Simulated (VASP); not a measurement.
Write the native input for VASP 6.6.1 that does the following.

| Property | Result |
| --- | --- |
| Task | single point |
| Functional | PBEsol |
| Potentials or basis | VASP PAW PBE potentials, release 64 (Ta_pv) |
| Cutoff | 520 eV |
| k mesh | 9 × 9 × 13 |
| Occupations | fermi-dirac, width 0.1 eV |
| Spin | no spin polarisation |
| Dipole correction | no |
| Further INCAR settings | ALGO = Normal; EDIFF = 1e-06; NBANDS = 24 |

The structure of Ta lies in POSCAR:

```
Ta
1.0
    4.8695813277      0.0000000000      0.0000000000
   -2.4347906638      4.2171811356      0.0000000000
    0.0000000000      0.0000000000      2.7344038752
Ta
3
Direct
    0.0000000000      1.0000000000      0.0000000000
    0.3333333333      0.6666666667      0.5000000000
    0.6666666667      0.3333333333      0.5000000000
```

This cell differs from its parent crystal: volume scaled by 1.04.

One way to write it, as run:

INCAR

```
SYSTEM = Ta
PREC = Accurate
ENCUT = 520
EDIFF = 1E-6
ISMEAR = -1
SIGMA = 0.1
LREAL = .FALSE.
LASPH = .TRUE.
NELM = 60
ALGO = Normal
ISIF = 2
LWAVE = .FALSE.
LCHARG = .FALSE.
GGA = PS
NBANDS = 24
```

KPOINTS

```
regular mesh
0
G
  9 9 13
  0 0 0
```

Potentials or basis: VASP PAW PBE potentials, release 64 (Ta_pv).

The run is started by

```console
$ cat potpaw_PBE.64/Ta_pv/POTCAR > POTCAR
$ mpirun -np 1 vasp_std > vasp.out
```

Results of the run:

* Pressure: -7.0 GPa

Caveat: the PAW data sets were made with another functional, which shifts forces and pressure a little.

Run time: 32 s on 1 thread of Intel(R) Xeon(R) 6975P-C (Granite Rapids), on a shared host, peak memory 0.22 GiB.
